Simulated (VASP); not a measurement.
The system is LiLaCdAs2.

```
Li La Cd As
1.0
     4.15224    0.00000    0.00000
     0.00000    4.70173    0.00000
     0.00000    0.00000    6.83755
Li La Cd As
1 1 1 2
Direct
  0.00000 0.00000 0.00000
  0.50000 0.50000 0.00000
  0.50000 0.00000 0.50000
  0.50000 0.00000 0.20331
  0.50000 0.00000 0.79669
```

The cell was built from a structure type or drawn by symmetry, and may not be a known phase.

| Quantity | Value |
| --- | --- |
| Program | VASP 6.6.1 |
| Task | relaxation of cell and atoms |
| Functional | PBE |
| Potentials or basis | VASP PAW PBE potentials, release 64 (Li_sv, La, Cd, As) |
| Cutoff | 600 eV |
| k mesh | 4 × 4 × 3 |
| Occupations | gaussian, width 0.2 eV |
| Spin | no spin polarisation |

At the start: pressure 29.3 GPa; volume 26.70 Å³/atom.

Task: Where does the relaxation end?

Result: Over 13 steps the energy falls by 1049.0 meV/atom and the volume is 36.53 Å³/atom (+36.8 %); space group Pmmm (No. 47, to 0.1 Å) before and after.

Step by step:
| step | energy change (eV) | largest force (eV/Å) | pressure (GPa) | volume (Å³) |
| --- | --- | --- | --- | --- |
| 1 | 0.0000 | 7.4649 | 29.33 | 133.49 |
| 2 | -3.8107 | 1.3923 | -2.59 | 242.09 |
| 3 | -4.0457 | 1.1104 | -2.15 | 229.75 |
| 4 | -4.2139 | 0.8228 | -1.73 | 220.20 |
| 5 | -4.7148 | 1.8827 | 3.00 | 174.46 |
| 6 | -5.0894 | 0.7214 | -1.43 | 192.02 |
| 7 | -5.0913 | 0.8024 | -1.17 | 190.59 |
| 8 | -5.1890 | 0.4255 | -0.38 | 186.01 |
| 9 | -5.1942 | 0.2703 | -0.09 | 184.72 |
| 10 | -5.2171 | 0.2222 | 0.08 | 183.51 |
| 11 | -5.2395 | 0.0921 | 0.45 | 180.82 |
| 12 | -5.2427 | 0.0287 | -0.35 | 183.81 |
| 13 | -5.2449 | 0.0547 | -0.05 | 182.64 |

Final structure:
```
CELL_PARAMETERS angstrom
4.26815 0.00000 0.00000
0.00000 5.15487 0.00000
0.00000 0.00000 8.30109
ATOMIC_POSITIONS crystal
Li 0.00000 0.00000 0.00000
La 0.50000 0.50000 0.00000
Cd 0.50000 0.00000 0.50000
As 0.50000 0.00000 0.19482
As 0.50000 0.00000 0.80518
```

Caveat: the cutoff is under 1.25 times the usual one of these potentials, so pressure, stress and relaxed cells hold a basis-set (Pulay) error; the volume moved by over 15 % at a fixed basis, so the end points are rough; the relaxation stopped at a loose force limit of 0.08 eV/Å, so its end isn't a converged minimum.
